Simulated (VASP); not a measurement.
# BeAu2S2 (P4/mmm) in VASP: notebook, part 2 of 2

VASP 6.6.1. Earlier steps stand in the parts before.

## Step 3: Single point, PBE

This run uses another cell than the first one, of 22.09 Å³/atom.

Contents of INCAR:

```
SYSTEM = BeAu2S2
PREC = Accurate
ENCUT = 520
EDIFF = 1E-6
ISMEAR = 0
SIGMA = 0.1
LREAL = .False.
LASPH = .True.
NELM = 60
ALGO = Normal
ISIF = 2
LWAVE = .False.
LCHARG = .False.
GGA = PE
NBANDS = 26
```

Contents of KPOINTS:

```
Automatic mesh
0
Gamma
  4 4 4
  0 0 0
```

Contents of POSCAR:

```
BeAu2S2
1.0
    4.0005142800      0.0000000000      0.0000000000
    0.0000000000      4.0005142800      0.0000000000
    0.0000000000      0.0000000000      6.9021298100
Be S Au
1 2 2
Direct
    0.5000000000      0.5000000000      0.5000000000
    0.0000000000      0.5000000000      0.5000000000
    0.5000000000      0.0000000000      0.5000000000
    0.0000000000      0.5000000000      0.0000000000
    0.5000000000      0.0000000000      0.0000000000
```

Potentials or basis: VASP PAW PBE potentials, release 64 (Be, S, Au).

On the command line:

```bash
> cat potpaw_PBE.64/Be/POTCAR potpaw_PBE.64/S/POTCAR potpaw_PBE.64/Au/POTCAR > POTCAR
> mpirun -np 1 vasp_std > vasp.out
```

OUTCAR:

```text
SYSTEM = BeAu2S2
   PREC = Accurate
   ENCUT = 520
   EDIFF = 1E-6
   ISMEAR = 0
   LREAL = .False.
   LASPH = .True.
   NELM = 60
   ISIF = 2
   GGA = PE

 ion  position               nearest neighbor table
   1  0.500  0.500  0.500-   2 2.00   3 2.00   3 2.00   2 2.00
   2  0.000  0.500  0.500-   1 2.00   1 2.00
   3  0.500  0.000  0.500-   1 2.00   1 2.00
   4  0.000  0.500  0.000-   5 2.83   5 2.83   5 2.83   5 2.83
   5  0.500  0.000  0.000-   4 2.83   4 2.83   4 2.83   4 2.83

  LATTYP: Found a simple tetragonal cell.
 ALAT       =     4.0005142800
 C/A-ratio  =     1.7253106293

  Lattice vectors:

 A1 = (   4.0005142800,   0.0000000000,   0.0000000000)
 A2 = (   0.0000000000,   4.0005142800,   0.0000000000)
 A3 = (   0.0000000000,   0.0000000000,   6.9021298100)

Analysis of symmetry for initial positions (statically):
=====================================================================
 Subroutine PRICEL returns:
 Original cell was already a primitive cell.

 Routine SETGRP: Setting up the symmetry group for a
 simple tetragonal supercell.

 Subroutine GETGRP returns: Found 16 space group operations
 (whereof 16 operations were pure point group operations)
 out of a pool of 16 trial point group operations.

The static configuration has the point symmetry D_4h.

Analysis of symmetry for dynamics (positions and initial velocities):
=====================================================================
 Subroutine PRICEL returns:
 Original cell was already a primitive cell.

 Routine SETGRP: Setting up the symmetry group for a
 simple tetragonal supercell.

 Subroutine GETGRP returns: Found 16 space group operations
 (whereof 16 operations were pure point group operations)
[... 117 lines left out ...]
   EFERMI_NEDOS =   21; number of points for ismear=-14 and -15
   IALGO  =     38    algorithm
   IMIX   =      4    mixing-type and parameters
     AMIX     =   0.40;   BMIX     =  1.00
     AMIX_MAG =   1.60;   BMIX_MAG =  1.00
  volume/ion in A,a.u.               =      22.09       149.09
  Fermi-wavevector in a.u.,A,eV,Ry     =   1.126603  2.128970 17.268968  1.269233
  Thomas-Fermi vector in A             =   2.263285
   LORBIT       =      0    0 simple, 1 ext, 2 COOP (PROOUT), +10 PAW based schemes
   GGA     = PE    functional components
   LHFCALC =     F    Hartree Fock is set to
   AEXX    =    0.0000 exact exchange contribution
   IVDW    =     0    specifies the selected vdW correction
   LEPSILON=     F    determine dielectric tensor
   LRPA    =     F    only Hartree local field effects (RPA)
 non-spin polarized calculation
 Gauss-broadening in eV      SIGMA  =   0.10
  energy-cutoff  :      520.00
  volume of cell :      110.46
 maximum number of plane-waves:      3034
 NGX is ok and might be reduce to    30
   NGX = 15   NGY = 15   NGZ = 25

 number of electron      36.0000005 magnetization

 Free energy of the ion-electron system (eV)
  ---------------------------------------------------
  ext. energy  EPLUGINS =         0.00000000
  ---------------------------------------------------
  free energy    TOTEN  =       -16.37127693 eV

  energy without entropy =      -16.35087849  energy(sigma->0) =      -16.36107771

 E-fermi :   3.0352     XC(G=0):  -9.4051

 val. band max:        3.0344121115   @ k =   0.5000   0.0000   0.5000
 cond. band min:       3.0515362521   @ k =   0.0000   0.0000   0.5000
 fundamental gap:      0.0171241406
 Fermi energy:         3.0351952788

 k-point     1 :       0.0000    0.0000    0.0000
  band No.  band energies     occupation
      1     -11.0714      2.00000
      2      -7.1067      2.00000
      3      -2.3580      2.00000
      4      -2.3155      2.00000
      5      -2.3155      2.00000
      6      -1.4261      2.00000
[... 511 lines left out ...]
     25       9.0131      0.00000
     26      10.0164      0.00000

------------------------ aborting loop because EDIFF is reached ----------------------------------------

  FORCE on cell =-STRESS in cart. coord.  units (eV):
  Direction    XX          YY          ZZ          XY          YZ          ZX
  --------------------------------------------------------------------------------------
  -------------------------------------------------------------------------------------
  Total        0.1667292      0.1667292     -2.0629214      0.0000000     -0.0000000     -0.0000000
  in kB        2.4182854      2.4182854    -29.9211644      0.0000000     -0.0000000     -0.0000000
  external PRESSURE =      -8.3615312 kB  Pullay stress =       0.0000000 kB

 VOLUME and BASIS-vectors are now :
 -----------------------------------------------------------------------------
  energy-cutoff  :      520.00
  volume of cell :      110.46
      direct lattice vectors                 reciprocal lattice vectors
     4.000514280  0.000000000  0.000000000     0.249967862  0.000000000  0.000000000
     0.000000000  4.000514280  0.000000000     0.000000000  0.249967862  0.000000000
     0.000000000  0.000000000  6.902129810     0.000000000  0.000000000  0.144882816

 POSITION                                       TOTAL-FORCE (eV/Angst)
 -----------------------------------------------------------------------------------
      2.00026      2.00026      3.45106         0.000000      0.000000      0.000000
      0.00000      2.00026      3.45106         0.000000      0.000000      0.000000
      2.00026      0.00000      3.45106         0.000000      0.000000      0.000000
      0.00000      2.00026      0.00000         0.000000      0.000000      0.000000
      2.00026      0.00000      0.00000         0.000000      0.000000      0.000000
 -----------------------------------------------------------------------------------
    total drift:                                0.000000     -0.000000      0.000000

  FREE ENERGIE OF THE ION-ELECTRON SYSTEM (eV)
  ---------------------------------------------------
  free  energy   TOTEN  =       -16.3712769300 eV

  energy  without entropy=      -16.3508784913  energy(sigma->0) =      -16.36107771
```

stdout:

```text
POSCAR found type information on POSCAR BeS Au
 POSCAR found :  3 types and       5 ions
 scaLAPACK will be used
 LDA part: xc-table for (Slater+PW92), standard interpolation
 POSCAR, INCAR and KPOINTS ok, starting setup
 FFT: planning ... GRIDC
 FFT: planning ... GRID_SOFT
 FFT: planning ... GRID
 WAVECAR not read
 entering main loop
```

Wall time 28 s (1 thread of Intel Xeon 6975P-C (Granite Rapids), shared host); peak memory 0.23 GiB.

What came out:

| Quantity | Value |
| --- | --- |
| Free energy | -16.3713 eV |
| Pressure | -0.8 GPa |
| Band gap on the k mesh | zero (bands 18 and 19 overlap by 3.04 eV) |

Stress tensor (GPa, compression positive):
```
 0.24  0.00  0.00
 0.00  0.24  0.00
 0.00  0.00 -2.99
```

Caveat: the k points lie up to 0.39 Å⁻¹ apart, too coarse for converged energies and pressures of a metal; spin-orbit coupling is left out, which moves the levels of the heavy elements.

## Step 4: Single point, PBE

This run uses another cell than the first one, of 18.35 Å³/atom.

Contents of INCAR:

```
  PREC = Accurate
  ENCUT = 520
  EDIFF = 1E-6
  ISMEAR = 0
  SIGMA = 0.1
  LREAL = False
  LASPH = True
  NELM = 80
  ALGO = Normal
  ISIF = 2
  LWAVE = False
  LCHARG = False
  GGA = PE
  NBANDS = 26
```

Contents of KPOINTS:

```
Automatic mesh
0
Gamma
  8 8 8
```

POSCAR, as its differences from that of step 3:

```diff
@@ -2,5 +2,5 @@
 1.0
-    4.0005142800      0.0000000000      0.0000000000
-    0.0000000000      4.0005142800      0.0000000000
-    0.0000000000      0.0000000000      6.9021298100
+    4.3223305768      0.0000000000      0.0000000000
+    0.0000000000      4.3223305768      0.0000000000
+    0.0000000000      0.0000000000      4.9105831853
 Be S Au
```

On the command line:

```bash
> cat potpaw_PBE.64/Be/POTCAR potpaw_PBE.64/S/POTCAR potpaw_PBE.64/Au/POTCAR > POTCAR
> mpirun -np 1 vasp_std > vasp.out
```

Wall time 56 s (1 thread of Intel Xeon 6975P-C (Granite Rapids), shared host); peak memory 0.3 GiB.

The run converged. Its results:

* Free energy: -17.7306 eV
* Pressure: -0.1 GPa
* Band gap on the k mesh: zero (bands 18 and 19 overlap by 2.61 eV)

Stress tensor (GPa, compression positive):
```
-0.03  0.00  0.00
 0.00 -0.03  0.00
 0.00  0.00 -0.22
```

Levels at points of the mesh, in eV from the Fermi level:
```tsv
k point	band 14	band 15	band 16	band 17	band 18	band 19	band 20	band 21	band 22	band 23
(0.00, 0.00, 0.00)	-2.59	-2.47	-2.41	-1.74	-0.69	-0.69	1.82	4.56	4.90	5.19
(0.50, 0.00, 0.00)	-3.11	-3.06	-2.98	-2.12	-1.91	-1.29	-1.18	4.08	5.31	5.68
(0.50, 0.50, 0.00)	-3.07	-2.78	-2.78	-0.53	0.79	1.16	1.16	1.61	2.51	2.96
(0.00, 0.00, 0.50)	-2.41	-1.74	0.12	0.12	0.62	1.27	2.93	2.93	4.02	4.74
(0.50, 0.00, 0.50)	-2.95	-2.58	-2.45	-1.13	-1.09	3.37	4.31	4.90	4.92	5.40
(0.50, 0.50, 0.50)	-2.44	-1.44	-0.71	-0.71	0.15	0.63	1.36	4.61	4.61	6.01
```

Caveat: spin-orbit coupling is left out, which moves the levels of the heavy elements.

## Step 5: Relaxation of cell and atoms, PBE

This run uses another cell than the first one, of 22.09 Å³/atom.

Contents of INCAR:

```
SYSTEM = BeAu2S2
PREC     = Accurate       ! precision mode
ENCUT    = 600            ! plane-wave cutoff, eV
EDIFF    = 1E-7           ! SCF threshold, eV
ISMEAR   = 0              ! smearing method
SIGMA    = 0.1            ! smearing width, eV
LREAL    = .FALSE.        ! projectors in reciprocal space
LASPH    = .TRUE.         ! aspherical terms in the spheres
NELM     = 80             ! most SCF steps
ALGO     = Normal         ! electronic algorithm
ISIF     = 3              ! what is computed and relaxed
LWAVE    = .FALSE.        ! write WAVECAR
LCHARG   = .FALSE.        ! write CHGCAR
GGA      = PE             ! functional
IBRION   = 2              ! ionic algorithm
NSW      = 90             ! ionic steps
EDIFFG   = -0.04          ! ionic threshold
```

Contents of KPOINTS:

```
regular mesh
0
G
  4 4 4
  0 0 0
```

POSCAR, as its differences from that of step 4:

```diff
@@ -2,5 +2,5 @@
 1.0
-    4.3223305768      0.0000000000      0.0000000000
-    0.0000000000      4.3223305768      0.0000000000
-    0.0000000000      0.0000000000      4.9105831853
+    4.0005142800      0.0000000000      0.0000000000
+    0.0000000000      4.0005142800      0.0000000000
+    0.0000000000      0.0000000000      6.9021298100
 Be S Au
```

On the command line:

```bash
> cat potpaw_PBE.64/Be/POTCAR potpaw_PBE.64/S/POTCAR potpaw_PBE.64/Au/POTCAR > POTCAR
> mpirun -np 1 vasp_std > vasp.out
```

Run time: 5.7 min. Hardware: 1 thread of Intel Xeon 6975P-C (Granite Rapids), shared host; peak memory 0.27 GiB.

Results (log left out):

| Item | Value |
| --- | --- |
| Free energy | -17.7829 eV |
| Relaxed volume | 18.45 Å³/atom |
| Relaxed cell | a = 4.368 Å, b = 4.368 Å, c = 4.834 Å, α = 90.00°, β = 90.00°, γ = 90.00° |
| Space group after relaxing (to 0.1 Å) | P4/mmm (No. 123) |
| Pressure after relaxing | 0.1 GPa |
| Band gap on the k mesh | zero (bands 18 and 19 overlap by 2.01 eV) |

Stress tensor (GPa, compression positive):
```
 0.31  0.00  0.00
 0.00  0.31  0.00
 0.00  0.00 -0.19
```

Final structure:
```
Be S Au
1.0
     4.36823    0.00000    0.00000
     0.00000    4.36823    0.00000
     0.00000    0.00000    4.83415
Be S Au
1 2 2
Cartesian
  2.1841 2.1841 2.4171
  0.0000 2.1841 2.4171
  2.1841 0.0000 2.4171
  0.0000 2.1841 0.0000
  2.1841 0.0000 0.0000
```

Levels at points of the mesh, in eV from the Fermi level:
```csv
k point,band 14,band 15,band 16,band 17,band 18,band 19,band 20,band 21,band 22
"(0.00, 0.00, 0.00)",-2.79,-2.57,-2.44,-1.93,-0.90,-0.90,1.63,5.13,5.13
"(0.50, 0.00, 0.00)",-3.32,-3.27,-3.09,-2.22,-2.01,-1.25,-1.13,3.92,5.10
"(0.50, 0.50, 0.00)",-3.29,-2.89,-2.89,-0.80,0.52,1.02,1.02,1.62,2.57
"(0.00, 0.00, 0.50)",-2.57,-1.93,0.03,0.03,0.44,1.02,2.74,2.74,4.34
"(0.50, 0.00, 0.50)",-3.06,-2.60,-2.49,-1.14,-1.09,3.18,4.44,4.70,5.24
"(0.50, 0.50, 0.50)",-2.38,-1.57,-0.91,-0.91,0.01,0.58,1.19,4.34,4.34
```

Caveat: the k points lie up to 0.36 Å⁻¹ apart in the final cell, too coarse for converged energies and pressures of a metal; the volume moved by over 15 % at a fixed basis, so the end points are rough; spin-orbit coupling is left out, which moves the levels of the heavy elements.

## Step 6: Overview

| task | cell | k mesh | cutoff (eV) | gap on the mesh (eV) | pressure (GPa) |
| --- | --- | --- | --- | --- | --- |
| single point | a = 4.381, b = 4.381, c = 4.830 Å, 5 atoms | 4 × 4 × 4 | 520 | none | -0.2 |
| single point | a = 4.001, b = 4.001, c = 6.902 Å, 5 atoms | 4 × 4 × 4 | 520 | none | -0.8 |
| single point | a = 4.322, b = 4.322, c = 4.911 Å, 5 atoms | 8 × 8 × 8 | 520 | none | -0.1 |
| relaxation of cell and atoms | relaxed from a = 4.001, b = 4.001, c = 6.902 Å, 5 atoms | 4 × 4 × 4 | 600 | none | 0.1 |

Alike in all rows: level PBE; potentials or basis VASP PAW PBE potentials, release 64 (Be, S, Au); no spin polarisation; smearing gaussian 0.1 eV.

Caveats: some runs use coarse meshes; spin-orbit coupling is left out, which moves the levels of the heavy elements; the volume moved by over 15 % at a fixed basis, so the end points are rough (at least some runs).

Absolute energies hang on the potentials; compare differences alone.
